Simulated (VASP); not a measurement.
**Sn: relaxation of cell and atoms with PBEsol**

Sn:

```
Sn
1.0
    -2.76538    2.76538    1.52957
     2.76538   -2.76538    1.52957
     2.76538    2.76538   -1.52957
Sn
2
Direct
  0.00000 0.00000 0.00000
  0.75000 0.25000 0.50000
```

* Program: VASP 6.6.1
* Task: relaxation of cell and atoms
* Functional: PBEsol
* Potentials or basis: VASP PAW PBE potentials, release 64 (Sn_d)
* Cutoff: 600 eV
* k mesh: 16 × 16 × 16
* Occupations: fermi-dirac, width 0.1 eV
* Spin: no spin polarisation
* Target pressure: 10.9 GPa
* Dipole correction: no
* Further INCAR settings: ALGO = Fast; EDIFF = 1e-06; IBRION = 2; EDIFFG = -0.002; NSW = 80; ISIF = 3

The energy change on relaxing (the run minimises the enthalpy) is -4.3 meV/atom and the ionic steps are 8. The pressure after relaxing is 10.9 GPa and the band gap on the k mesh is zero (bands 14 and 15 overlap by 5.12 eV).

Step by step:
```csv
step,energy change (eV),largest force (eV/Å),pressure (GPa),volume (Å³)
1,0.0000,0.0000,11.06,46.79
2,-0.0180,0.0000,10.57,46.94
3,-0.0205,0.0000,10.53,46.97
4,0.0054,0.0000,11.33,46.59
5,-0.0095,0.0000,10.87,46.80
6,-0.0085,0.0000,10.92,46.79
7,-0.0089,0.0000,10.87,46.80
8,-0.0086,0.0000,10.90,46.79
```

Final structure:
```
CELL_PARAMETERS angstrom
-2.79017 2.79017 1.50261
2.79017 -2.79017 1.50261
2.79017 2.79017 -1.50261
ATOMIC_POSITIONS crystal
Sn 0.00000 0.00000 0.00000
Sn 0.75000 0.25000 0.50000
```

Levels at points of the mesh, in eV from the Fermi level:
```
           k point  band 10  band 11  band 12  band 13  band 14  band 15  band 16  band 17  band 18
(0.00, 0.00, 0.00)   -21.09   -12.37    -3.34    -2.48    -2.48     2.66     6.84     6.84     8.10
(0.50, 0.00, 0.00)   -21.18    -7.21    -5.99    -2.19    -2.13    -1.40     2.08     3.18     5.40
(0.50, 0.50, 0.00)   -21.28    -9.83    -9.83     0.49     0.49     1.73     1.73     6.82     6.82
(0.50, 0.50, 0.50)   -21.36    -8.06    -8.06    -5.76    -5.76     5.77     5.77    10.69    10.69
```

Wall time 29 min on 1 thread of Intel(R) Xeon(R) Platinum 8259CL CPU @ 2.50GHz (Skylake/Cascade Lake), on a shared host, peak memory 0.45 GiB.

Caveat: the cell is relaxed towards a set pressure, so the run minimises the enthalpy, not the energy; the PAW data sets were made with another functional, which shifts forces and pressure a little; spin-orbit coupling is left out, which moves the levels of the heavy elements.
